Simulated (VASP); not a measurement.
Set up this calculation in VASP 6.6.1, as the native input.

```
Task                   : single point
Functional             : LDA
Potentials or basis    : VASP PAW LDA potentials, release 64 (Sb)
Cutoff                 : 520 eV
k mesh                 : 12 × 12 × 12
Occupations            : fermi-dirac, width 0.03 eV
Spin                   : no spin polarisation
Dipole correction      : no
Further INCAR settings : ALGO = Normal; EDIFF = 1e-06; NBANDS = 12
```

The structure of Sb lies in POSCAR:

```
Sb
1.0
    2.1506003320      1.2416496806      3.7440000000
   -2.1506003320      1.2416496806      3.7440000000
    0.0000000000     -2.4832993611      3.7440000000
Sb
2
Direct
    0.2336400000      0.2336400000      0.2336400000
    0.7663600000      0.7663600000      0.7663600000
```

The input as run:

INCAR

```
SYSTEM = Sb
  ALGO = Normal
  EDIFF = 1E-6
  ENCUT = 520
  ISIF = 2
  ISMEAR = -1
  LASPH = .True.
  LCHARG = .False.
  LREAL = .False.
  LWAVE = .False.
  NBANDS = 12
  NELM = 80
  PREC = Accurate
  SIGMA = 0.03
```

KPOINTS

```
k-points
0
Gamma
  12 12 12
  0 0 0
```

Potentials or basis: VASP PAW LDA potentials, release 64 (Sb).

Launch:

```sh
$ cat potpaw_LDA.64/Sb/POTCAR > POTCAR
$ mpirun -np 1 vasp_std > vasp.out
```

It gave:

```yaml
Pressure: -0.6 GPa
Largest_force: 0.139 eV/Å
Band_gap_on_the_k_mesh: zero (band 5 reaches 7.26 eV, above the bottom of band 6 at 6.98 eV)
```

Caveat: spin-orbit coupling is left out, which moves the levels of the heavy elements.

Run time: 83 s on 1 thread of Intel Xeon 6975P-C, on a shared host, peak memory 0.25 GiB.
